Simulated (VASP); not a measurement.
Here is a VASP 6.6.1 calculation.

Contents of INCAR:

```
SYSTEM = Rb
PREC = Accurate
ENCUT = 520
EDIFF = 1E-6
ISMEAR = -1
SIGMA = 0.08
LREAL = .FALSE.
LASPH = .TRUE.
NELM = 100
ALGO = Normal
ISIF = 2
LWAVE = .FALSE.
LCHARG = .TRUE.
LELF = .TRUE.
LVHAR = .TRUE.
NBANDS = 16
```

File KPOINTS:

```
regular mesh
0
G
  7 7 7
  0 0 0
```

File POSCAR:

```
Rb
1.0
    0.0000000000      3.7631935610      3.7631935610
    3.7631935610      0.0000000000      3.7631935610
    3.7631935610      3.7631935610      0.0000000000
Rb
2
Direct
   -0.1250000000     -0.1250000000     -0.1250000000
    0.1250000000      0.1250000000      0.1250000000
```

Potentials or basis: VASP PAW LDA potentials, release 64 (Rb_sv).

Run with:

```sh
$ cat potpaw_LDA.64/Rb_sv/POTCAR > POTCAR
$ mpirun -np 1 vasp_std > vasp.out
```

(1) Predict the pressure.

(2) Estimate the band gap on the k mesh.

Answers

(1) 3.1 GPa.

(2) 0.10 eV, indirect (the least direct gap lies 0.4 meV higher).
